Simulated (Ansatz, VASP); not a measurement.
# FeO: VASP beside Ansatz

```
CELL_PARAMETERS angstrom
2.86367 0.00000 0.00000
-1.43184 2.48001 0.00000
0.00000 0.00000 2.79480
ATOMIC_POSITIONS crystal
Fe 0.00000 0.00000 0.00000
O 0.66667 0.33333 0.50000
```

Alike in both runs: task single point; functional PBE; k mesh 10 × 10 × 9; occupations fermi-dirac, width 0.05 eV; collinear spin.

```csv
,VASP,Ansatz
version,VASP 6.6.1,Ansatz 0.2.0
potentials or method,"VASP PAW PBE potentials, release 64 (Fe_sv, O)",Ansatz PAW
plane-wave cutoff (eV),600,420
valence electrons in the cell,22,22
```

```tsv
	VASP	Ansatz	Ansatz less VASP
gap on the k mesh at the Fermi level (eV)	none	none	-
pressure (GPa)	-6.1	-3.8	+2.30
traceless stress, the component that is largest in VASP (GPa)	-2.24	-2.14	+0.094
net moment per atom (μB)	2.00	2.00	0.000
size of the moment on the site where the two differ most (μB)	0.35	0.38	+0.028
```

Site moments also hang on the region over which each program counts them. A gap of «none» marks a metal or a gap that the smearing closes. The functional is the same, so the differences come from potentials, cutoffs and numerics.
